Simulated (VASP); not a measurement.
# TiO2 in VASP: a series of runs

TiO2 is run at these levels: PBE+U; tasks: relaxation of shape and atoms at fixed volume, single point.

All numbers are computed with VASP 6.6.1; they aren't measurements. Logs are shortened: lines on timing, memory, paths and dates and some standing lists are left out, and cuts for length are marked.

## (1) The cell of the first run

The typed cell holds 6 atoms: a = 3.856 Å, b = 3.856 Å, c = 5.638 Å, α = 109.98°, β = 109.98°, γ = 90.00°.

## (2) Relaxation of shape and atoms at fixed volume, PBE+U (12.23 Å³/atom)

Input file INCAR:

```
SYSTEM = TiO2
PREC     = Accurate       ! precision mode
ENCUT    = 600            ! plane-wave cutoff, eV
EDIFF    = 1E-7           ! SCF threshold, eV
ISMEAR   = 0              ! smearing method
SIGMA    = 0.02           ! smearing width, eV
LREAL    = .False.        ! projectors in reciprocal space
LASPH    = .True.         ! aspherical terms in the spheres
NELM     = 150            ! most SCF steps
ALGO     = Normal         ! electronic algorithm
ISIF     = 4              ! what is computed and relaxed
LWAVE    = .False.        ! write WAVECAR
LCHARG   = .False.        ! write CHGCAR
LMAXMIX  = 4              ! l up to which the mixer works
LDAU     = .True.         ! DFT+U
LDAUTYPE = 2            
LDAUL    = 2 -1           ! shell
LDAUU    = 4 0            ! U, eV
LDAUJ    = 0 0          
LDAUPRINT= 1            
GGA      = PE             ! functional
IBRION   = 2              ! ionic algorithm
NSW      = 50             ! ionic steps
EDIFFG   = -0.01          ! ionic threshold
```

Input file KPOINTS:

```
regular mesh
0
Gamma
  6 6 6
  0 0 0
```

Input file POSCAR:

```
TiO2
1.0
    2.7263659834     -2.7264550664     -0.0199381549
    2.7263659834      2.7264550664     -0.0199381549
   -2.6886600192      0.0000000000      4.9560225841
Ti O
2 4
Direct
    0.1250672149      0.8749327851      0.2500000000
    0.8749327851      0.1250672149      0.7500000000
    0.3302404624      0.0804142840      0.6605770689
    0.6697595376      0.9195857160      0.3394229311
    0.9195857160      0.6697595376      0.8394229311
    0.0804142840      0.3302404624      0.1605770689
```

Potentials or basis: VASP PAW PBE potentials, release 64 (Ti_sv, O).

Run with:

```
$ cat potpaw_PBE.64/Ti_sv/POTCAR potpaw_PBE.64/O/POTCAR > POTCAR
$ mpirun -np 1 vasp_std > vasp.out
```

OUTCAR:

```text
SYSTEM = TiO2
   PREC = Accurate
   ENCUT = 600
   EDIFF = 1E-7
   ISMEAR = 0
   LREAL = .False.
   LASPH = .True.
   NELM = 150
   ISIF = 4
   GGA = PE
   IBRION = 2
   NSW = 50
   EDIFFG = -0.01

 ion  position               nearest neighbor table
   1  0.125  0.875  0.250-   4 1.98   6 1.98   4 1.98   6 1.98   3 2.03   5 2.03
   2  0.875  0.125  0.750-   3 1.98   5 1.98   5 1.98   3 1.98   6 2.03   4 2.03
   3  0.330  0.080  0.661-   2 1.98   2 1.98   1 2.03
   4  0.670  0.920  0.339-   1 1.98   1 1.98   2 2.03
   5  0.920  0.670  0.839-   2 1.98   2 1.98   1 2.03
   6  0.080  0.330  0.161-   1 1.98   1 1.98   2 2.03

  LATTYP: Found a base centered monoclinic cell.
 ALAT       =     5.4528777743
 B/A-ratio  =     1.0000059342
 C/A-ratio  =     1.0340146463
 COS(beta)  =    -0.4832669730

  Lattice vectors:

 A1 = (   2.7263659834,  -2.7264550664,  -0.0199381549)
 A2 = (   2.7263659834,   2.7264550664,  -0.0199381549)
 A3 = (  -2.6886600192,   0.0000000000,   4.9560225841)

Analysis of symmetry for initial positions (statically):
=====================================================================
 Subroutine PRICEL returns:
 Original cell was already a primitive cell.

 Routine SETGRP: Setting up the symmetry group for a
 base centered monoclinic supercell.

 Subroutine GETGRP returns: Found  4 space group operations
 (whereof  2 operations were pure point group operations)
 out of a pool of  4 trial point group operations.

The static configuration has the point symmetry S_2 .
 The point group associated with its full space group is C_2h.

Analysis of symmetry for dynamics (positions and initial velocities):
=====================================================================
 Subroutine PRICEL returns:
 Original cell was already a primitive cell.

 Routine SETGRP: Setting up the symmetry group for a
 base centered monoclinic supercell.

 Subroutine GETGRP returns: Found  4 space group operations
 (whereof  2 operations were pure point group operations)
 out of a pool of  4 trial point group operations.

The dynamic configuration has the point symmetry S_2 .
 The point group associated with its full space group is C_2h.

 Subroutine INISYM returns: Found  4 space group operations
 (whereof  2 operations are pure point group operations),
 and found     1 'primitive' translations

----------------------------------------------------------------------------------------

                                     Primitive cell

  volume of cell :      73.3870

  direct lattice vectors                    reciprocal lattice vectors
     2.726365983 -2.726455066 -0.019938155     0.184124799 -0.183388315  0.099888364
     2.726365983  2.726455066 -0.019938155     0.184124799  0.183388315  0.099888364
    -2.688660019  0.000000000  4.956022584     0.001481474  0.000000000  0.202578411

  length of vectors
     3.855778292  3.855778292  5.638355483     0.278407796  0.278407796  0.202583828

  position of ions in fractional coordinates (direct lattice)
     0.125067215  0.874932785  0.250000000
     0.874932785  0.125067215  0.750000000
     0.330240462  0.080414284  0.660577069
     0.669759538  0.919585716  0.339422931
     0.919585716  0.669759538  0.839422931
     0.080414284  0.330240462  0.160577069

  ion indices of the primitive-cell ions
   primitive index   ion index
                 1           1
                 2           2
                 3           3
                 4           4
                 5           5
                 6           6

----------------------------------------------------------------------------------------

 KPOINTS: regular mesh

Automatic generation of k-mesh.
 Grid dimensions read from file:
 generate k-points for:    6    6    6

 Generating k-lattice:

  Cartesian coordinates                     Fractional coordinates (reciprocal lattice)
[... 87 lines left out ...]
   U (eV)           for each species LDAUU =   4.0  0.0
   J (eV)           for each species LDAUJ =   0.0  0.0
   GGA     = PE    functional components
   LHFCALC =     F    Hartree Fock is set to
   AEXX    =    0.0000 exact exchange contribution
   IVDW    =     0    specifies the selected vdW correction
   LEPSILON=     F    determine dielectric tensor
   LRPA    =     F    only Hartree local field effects (RPA)
 conjugate gradient relaxation of ions
 non-spin polarized calculation
 Gauss-broadening in eV      SIGMA  =   0.02
  energy-cutoff  :      600.00
  volume of cell :       73.39
 maximum number of plane-waves:      2460
   NGX = 15   NGY = 15   NGZ = 23

--------------------------------------- Ionic step        1  -------------------------------------------

 number of electron      47.9999991 magnetization

 Free energy of the ion-electron system (eV)
  ---------------------------------------------------
  ext. energy  EPLUGINS =         0.00000000
  ---------------------------------------------------
  free energy    TOTEN  =       -48.52696322 eV

  energy without entropy =      -48.52696322  energy(sigma->0) =      -48.52696322

------------------------ aborting loop because EDIFF is reached ----------------------------------------

  FORCE on cell =-STRESS in cart. coord.  units (eV):
  Direction    XX          YY          ZZ          XY          YZ          ZX
  --------------------------------------------------------------------------------------
  -------------------------------------------------------------------------------------
  Total       -0.7370713     -0.7374912     -1.2923681      0.0000000      0.0000000     -0.0094746
  in kB      -16.0916570    -16.1008229    -28.2148324      0.0000000      0.0000000     -0.2068480
  external PRESSURE =     -20.1357708 kB  Pullay stress =       0.0000000 kB
[... 141 lines left out ...]
  FREE ENERGIE OF THE ION-ELECTRON SYSTEM (eV)
  ---------------------------------------------------
  free  energy   TOTEN  =       -48.5282356221 eV

  energy  without entropy=      -48.5282356221  energy(sigma->0) =      -48.52823562

atom =   1  type =  1  l = 2

 onsite density matrix

spin component  1

  0.2375 -0.0010  0.0000  0.0000 -0.0000
 -0.0010  0.0971  0.0000  0.0000 -0.0000
  0.0000  0.0000  0.2423  0.0019  0.0000
  0.0000  0.0000  0.0019  0.0971 -0.0000
 -0.0000 -0.0000  0.0000 -0.0000  0.1017

spin component  2

  0.2375 -0.0010  0.0000  0.0000 -0.0000
 -0.0010  0.0971  0.0000  0.0000 -0.0000
  0.0000  0.0000  0.2423  0.0019  0.0000
  0.0000  0.0000  0.0019  0.0971 -0.0000
 -0.0000 -0.0000  0.0000 -0.0000  0.1017

 occupancies and eigenvectors

  o =  0.0970  v =  0.0072  1.0000  0.0000 -0.0000 -0.0000  0.0000  0.0000  0.0000  0.0000  0.0000      0.0000  0.0000  0.0000  0.0000  0.0000  0.0000  0.0000  0.0000  0.0000  0.0000
  o =  0.0970  v =  0.0000  0.0000  0.0000  0.0000  0.0000  0.0072  1.0000  0.0000 -0.0000 -0.0000      0.0000  0.0000  0.0000  0.0000  0.0000  0.0000  0.0000  0.0000  0.0000  0.0000
  o =  0.0970  v = -0.0000 -0.0000  0.0130 -0.9999 -0.0083  0.0000  0.0000  0.0000  0.0000  0.0000      0.0000  0.0000  0.0000  0.0000  0.0000  0.0000  0.0000  0.0000  0.0000  0.0000
  o =  0.0970  v =  0.0000  0.0000  0.0000  0.0000  0.0000 -0.0000 -0.0000  0.0130 -0.9999 -0.0083      0.0000  0.0000  0.0000  0.0000  0.0000  0.0000  0.0000  0.0000  0.0000  0.0000
  o =  0.1017  v =  0.0000 -0.0000  0.0001 -0.0083  1.0000  0.0000  0.0000  0.0000  0.0000  0.0000      0.0000  0.0000  0.0000  0.0000  0.0000  0.0000  0.0000  0.0000  0.0000  0.0000
  o =  0.1017  v =  0.0000  0.0000  0.0000  0.0000  0.0000  0.0000 -0.0000  0.0001 -0.0083  1.0000      0.0000  0.0000  0.0000  0.0000  0.0000  0.0000  0.0000  0.0000  0.0000  0.0000
  o =  0.2375  v = -1.0000  0.0072  0.0000  0.0000  0.0000  0.0000  0.0000  0.0000  0.0000  0.0000      0.0000  0.0000  0.0000  0.0000  0.0000  0.0000  0.0000  0.0000  0.0000  0.0000
  o =  0.2375  v =  0.0000  0.0000  0.0000  0.0000  0.0000 -1.0000  0.0072  0.0000  0.0000  0.0000      0.0000  0.0000  0.0000  0.0000  0.0000  0.0000  0.0000  0.0000  0.0000  0.0000
  o =  0.2424  v = -0.0000 -0.0000 -0.9999 -0.0130 -0.0000  0.0000  0.0000  0.0000  0.0000  0.0000      0.0000  0.0000  0.0000  0.0000  0.0000  0.0000  0.0000  0.0000  0.0000  0.0000
  o =  0.2424  v =  0.0000  0.0000  0.0000  0.0000  0.0000 -0.0000 -0.0000 -0.9999 -0.0130 -0.0000      0.0000  0.0000  0.0000  0.0000  0.0000  0.0000  0.0000  0.0000  0.0000  0.0000

atom =   2  type =  1  l = 2

 onsite density matrix

spin component  1

  0.2375 -0.0010  0.0000  0.0000 -0.0000
 -0.0010  0.0971  0.0000  0.0000 -0.0000
  0.0000  0.0000  0.2423  0.0019  0.0000
  0.0000  0.0000  0.0019  0.0971 -0.0000
 -0.0000 -0.0000  0.0000 -0.0000  0.1017

spin component  2

  0.2375 -0.0010  0.0000  0.0000 -0.0000
 -0.0010  0.0971  0.0000  0.0000 -0.0000
  0.0000  0.0000  0.2423  0.0019  0.0000
  0.0000  0.0000  0.0019  0.0971 -0.0000
 -0.0000 -0.0000  0.0000 -0.0000  0.1017

 occupancies and eigenvectors

  o =  0.0970  v =  0.0072  1.0000  0.0000 -0.0000 -0.0000  0.0000  0.0000  0.0000  0.0000  0.0000      0.0000  0.0000  0.0000  0.0000  0.0000  0.0000  0.0000  0.0000  0.0000  0.0000
  o =  0.0970  v =  0.0000  0.0000  0.0000  0.0000  0.0000  0.0072  1.0000  0.0000 -0.0000 -0.0000      0.0000  0.0000  0.0000  0.0000  0.0000  0.0000  0.0000  0.0000  0.0000  0.0000
  o =  0.0970  v = -0.0000 -0.0000  0.0130 -0.9999 -0.0083  0.0000  0.0000  0.0000  0.0000  0.0000      0.0000  0.0000  0.0000  0.0000  0.0000  0.0000  0.0000  0.0000  0.0000  0.0000
  o =  0.0970  v =  0.0000  0.0000  0.0000  0.0000  0.0000 -0.0000 -0.0000  0.0130 -0.9999 -0.0083      0.0000  0.0000  0.0000  0.0000  0.0000  0.0000  0.0000  0.0000  0.0000  0.0000
  o =  0.1017  v =  0.0000 -0.0000  0.0001 -0.0083  1.0000  0.0000  0.0000  0.0000  0.0000  0.0000      0.0000  0.0000  0.0000  0.0000  0.0000  0.0000  0.0000  0.0000  0.0000  0.0000
  o =  0.1017  v =  0.0000  0.0000  0.0000  0.0000  0.0000  0.0000 -0.0000  0.0001 -0.0083  1.0000      0.0000  0.0000  0.0000  0.0000  0.0000  0.0000  0.0000  0.0000  0.0000  0.0000
  o =  0.2375  v = -1.0000  0.0072  0.0000  0.0000  0.0000  0.0000  0.0000  0.0000  0.0000  0.0000      0.0000  0.0000  0.0000  0.0000  0.0000  0.0000  0.0000  0.0000  0.0000  0.0000
  o =  0.2375  v =  0.0000  0.0000  0.0000  0.0000  0.0000 -1.0000  0.0072  0.0000  0.0000  0.0000      0.0000  0.0000  0.0000  0.0000  0.0000  0.0000  0.0000  0.0000  0.0000  0.0000
  o =  0.2424  v = -0.0000 -0.0000 -0.9999 -0.0130 -0.0000  0.0000  0.0000  0.0000  0.0000  0.0000      0.0000  0.0000  0.0000  0.0000  0.0000  0.0000  0.0000  0.0000  0.0000  0.0000
  o =  0.2424  v =  0.0000  0.0000  0.0000  0.0000  0.0000 -0.0000 -0.0000 -0.9999 -0.0130 -0.0000      0.0000  0.0000  0.0000  0.0000  0.0000  0.0000  0.0000  0.0000  0.0000  0.0000

--------------------------------------- Ionic step        5  -------------------------------------------

 number of electron      47.9999990 magnetization

 Free energy of the ion-electron system (eV)
  ---------------------------------------------------
  ext. energy  EPLUGINS =         0.00000000
  ---------------------------------------------------
  free energy    TOTEN  =       -48.52856968 eV

  energy without entropy =      -48.52856968  energy(sigma->0) =      -48.52856968

 E-fermi :   3.0381     XC(G=0): -10.3691

 val. band max:        2.9138072414   @ k =   0.5000   0.5000  -0.0000
 cond. band min:       5.5176424195   @ k =   0.0000   0.0000   0.0000
 fundamental gap:      2.6038351781
 Fermi energy:         3.0381167712

 k-point     1 :       0.0000    0.0000    0.0000
  band No.  band energies     occupation
      1     -54.7051      2.00000
      2     -54.6654      2.00000
      3     -31.0180      2.00000
      4     -30.8445      2.00000
      5     -30.8445      2.00000
      6     -30.7948      2.00000
[... 733 lines left out ...]
     27       6.4740      0.00000
     28       6.8210      0.00000

 [... further k-points ...]

------------------------ aborting loop because EDIFF is reached ----------------------------------------

  FORCE on cell =-STRESS in cart. coord.  units (eV):
  Direction    XX          YY          ZZ          XY          YZ          ZX
  --------------------------------------------------------------------------------------
  -------------------------------------------------------------------------------------
  Total       -1.0241183     -1.0237240     -1.0141803      0.0000000      0.0000000      0.0025437
  in kB      -22.3584334    -22.3498246    -22.1414674      0.0000000      0.0000000      0.0555331
  external PRESSURE =     -22.2832418 kB  Pullay stress =       0.0000000 kB
[... 21 lines left out ...]
  FREE ENERGIE OF THE ION-ELECTRON SYSTEM (eV)
  ---------------------------------------------------
  free  energy   TOTEN  =       -48.5285696814 eV

  energy  without entropy=      -48.5285696814  energy(sigma->0) =      -48.52856968

 reached required accuracy - stopping structural energy minimisation
```

Wall time 2.9 min (1 thread of Intel Xeon 6975P-C (Granite Rapids), shared host); peak memory 0.3 GiB.

Results:

```
Free energy               : -48.5286 eV
Energy gained by relaxing : 0.3 meV/atom
Ionic steps               : 5
Pressure after relaxing   : -2.2 GPa
Band gap on the k mesh    : 2.60 eV (least direct gap 2.86 eV)
```

The path:
```csv
step,energy change (eV),largest force (eV/Å),pressure (GPa),volume (Å³)
1,0.0000,0.0128,-2.01,73.39
2,-0.0009,0.0433,-1.95,73.39
3,-0.0009,0.0474,-1.94,73.39
4,-0.0013,0.0328,-2.03,73.39
5,-0.0016,0.0015,-2.23,73.39
```

Final structure:
```cif
data_structure
_symmetry_space_group_name_H-M 'P 1'
_symmetry_Int_Tables_number 1
_cell_length_a 3.8681
_cell_length_b 3.8681
_cell_length_c 5.6158
_cell_angle_alpha 110.143
_cell_angle_beta 110.143
_cell_angle_gamma 89.999
_cell_volume 73.39
loop_
_atom_site_label
_atom_site_type_symbol
_atom_site_fract_x
_atom_site_fract_y
_atom_site_fract_z
_atom_site_occupancy
Ti1 Ti 0.12505 0.87495 0.25000 1
Ti2 Ti 0.87495 0.12505 0.75000 1
O1 O 0.33090 0.08102 0.66183 1
O2 O 0.66910 0.91898 0.33817 1
O3 O 0.91898 0.66910 0.83817 1
O4 O 0.08102 0.33090 0.16183 1
```

Eigenvalues of the final occupation matrices:
| site | spin | trace | eigenvalues |
| --- | --- | --- | --- |
| site 1 d | 1 | 0.78 | 0.10 0.10 0.10 0.24 0.24 |
| site 1 d | 2 | 0.78 | 0.10 0.10 0.10 0.24 0.24 |
| site 2 d | 1 | 0.78 | 0.10 0.10 0.10 0.24 0.24 |
| site 2 d | 2 | 0.78 | 0.10 0.10 0.10 0.24 0.24 |

A k mesh can miss the band edges.

## (3) Single point, PBE+U (12.59 Å³/atom)

This run uses another cell than the first one, of 12.59 Å³/atom.

Input file INCAR:

```
  PREC = Accurate
  ENCUT = 520
  EDIFF = 1E-7
  ISMEAR = 0
  SIGMA = 0.02
  LREAL = False
  LASPH = True
  NELM = 150
  ALGO = Normal
  ISIF = 2
  LWAVE = False
  LCHARG = True
  LMAXMIX = 4
  LDAU = True
  LDAUTYPE = 2
  LDAUL = 2 -1
  LDAUU = 4 0
  LDAUJ = 0 0
  LDAUPRINT = 1
  GGA = PE
  LELF = True
  LVHAR = True
  NBANDS = 33
```

Input file KPOINTS:

```
Automatic mesh
0
Gamma
  6 6 6
```

Input file POSCAR:

```
TiO2
1.0
    2.7381110085     -2.7381872327     -0.0200135339
    2.7381110085      2.7381872327     -0.0200135339
   -2.6996399976      0.0000000000      5.0564057050
Ti O
2 4
Direct
    0.1249676565      0.8750323435      0.2500000000
    0.8750323435      0.1249676565      0.7500000000
    0.3270894537      0.0770255344      0.6540403604
    0.6729105463      0.9229744656      0.3459596396
    0.9229744656      0.6729105463      0.8459596396
    0.0770255344      0.3270894537      0.1540403604
```

Potentials or basis: VASP PAW PBE potentials, release 64 (Ti_sv, O).

Run with:

```
$ cat potpaw_PBE.64/Ti_sv/POTCAR potpaw_PBE.64/O/POTCAR > POTCAR
$ mpirun -np 1 vasp_std > vasp.out
```

Run time: 4.5 min. Hardware: 1 thread of Intel Xeon Platinum 8559C (Emerald Rapids), shared host; peak memory 0.27 GiB.

It converged, with:

* Free energy: -48.4585 eV
* Pressure: -5.7 GPa
* Largest force: 0.135 eV/Å
* Band gap on the k mesh: 2.64 eV (least direct gap 2.82 eV)

Forces in eV/Å, atoms in the order of the input:
```
Ti   0.000 -0.001  0.000
Ti   0.000  0.001  0.000
O   -0.005  0.005  0.135
O    0.005 -0.005 -0.135
O    0.005  0.005 -0.135
O   -0.005 -0.005  0.135
```

Stress tensor (GPa, compression positive):
```
-5.50  0.00 -0.05
 0.00 -5.50  0.00
-0.05  0.00 -6.15
```

Levels at points of the mesh, in eV from the valence-band top:
```csv
k point,band 22,band 23,band 24,band 25,band 26,band 27
"(0.00, 0.00, 0.00)",-0.72,-0.24,-0.24,2.64,3.21,4.31
"(0.50, 0.00, 0.00)",-0.80,-0.65,-0.62,3.54,3.68,3.75
"(0.50, 0.50, 0.00)",-1.68,-0.05,-0.05,3.47,3.47,3.87
"(0.00, 0.00, 0.50)",-1.10,0.00,0.00,2.92,2.92,4.05
"(0.50, 0.00, 0.50)",-0.80,-0.65,-0.62,3.54,3.68,3.75
"(0.50, 0.50, 0.50)",-1.68,-0.05,-0.05,3.47,3.47,3.87
```

Eigenvalues of the final occupation matrices:
| site | spin | trace | eigenvalues |
| --- | --- | --- | --- |
| site 1 d | 1 | 0.76 | 0.10 0.10 0.10 0.23 0.24 |
| site 1 d | 2 | 0.76 | 0.10 0.10 0.10 0.23 0.24 |
| site 2 d | 1 | 0.76 | 0.10 0.10 0.10 0.23 0.24 |
| site 2 d | 2 | 0.76 | 0.10 0.10 0.10 0.23 0.24 |

Caveat: the cell stands under tension. A k mesh can miss the band edges.

(Continued in part 2 of 2.)
